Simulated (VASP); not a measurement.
A run of VASP 6.6.1:

INCAR

```
SYSTEM = Si
PREC = Accurate
ENCUT = 520
EDIFF = 1E-6
ISMEAR = 0
SIGMA = 0.05
LREAL = .False.
LASPH = .True.
NELM = 80
ALGO = Normal
ISIF = 2
LWAVE = .False.
LCHARG = .False.
GGA = PS
NBANDS = 11
```

KPOINTS

```
Automatic mesh
0
Gamma
  22 22 22
  0 0 0
```

Contents of POSCAR:

```
Si
1.0
   -2.1988826983      2.1988826983      1.1794325144
    2.1988826983     -2.1988826983      1.1794325144
    2.1988826983      2.1988826983     -1.1794325144
Si
2
Direct
    0.2500000000      0.7500000000      0.5000000000
    0.5000000000      0.5000000000      0.0000000000
```

Potentials or basis: VASP PAW PBE potentials, release 64 (Si).

The run is started by

```sh
$ cat potpaw_PBE.64/Si/POTCAR > POTCAR
$ mpirun -np 1 vasp_std > vasp.out
```

Hardware: 1 thread of Intel(R) Xeon(R) Platinum 8375C CPU @ 2.90GHz (Ice Lake), on a shared host.

Problem. How long does it take, and how much memory?

Solution. Wall time 2.6 min on 1 thread of Intel(R) Xeon(R) Platinum 8375C CPU @ 2.90GHz (Ice Lake), on a shared host, peak memory 0.28 GiB. Counts: scf iterations 10, k points 834.
